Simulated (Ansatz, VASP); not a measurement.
MgTe: VASP beside Ansatz

```
Mg Te
1.0
     4.52000    0.00000    0.00000
    -2.26000    3.91444    0.00000
     0.00000    0.00000    7.33000
Mg Te
2 2
Direct
  0.33333 0.66667 0.00000
  0.66667 0.33333 0.50000
  0.33333 0.66667 0.38500
  0.66667 0.33333 0.88500
```

Alike in both runs: task single point; functional PBE; k mesh 4 × 4 × 2; occupations fermi-dirac, width 0.01 eV; no spin polarisation.

```csv
,VASP,Ansatz
version,VASP 6.6.1,Ansatz 0.2.0
potentials or method,"VASP PAW PBE potentials, release 64 (Mg, Te), cutoff 600 eV","plane waves, PAW"
valence electrons in the cell,16,52
```

|  | VASP | Ansatz | Ansatz less VASP |
| --- | --- | --- | --- |
| pressure (GPa) | 2.5 | 2.5 | 0.00 |
| traceless stress, the component that is largest in VASP (GPa) | -1.05 | -1.05 | +0.004 |
| rms of the force components (eV/Å) | 0.136 | 0.135 | -0.0011 |

Atom by atom the forces differ by 0.001 eV/Å (rms over components). The functional is the same, so the differences come from potentials, cutoffs and numerics. VASP's potentials hold 16 valence electrons a cell and Ansatz's 52, so a difference there can come from the potentials and not from the codes.

The k mesh is coarse, so the values compare programs but aren't converged. Neither program's run includes spin-orbit coupling.
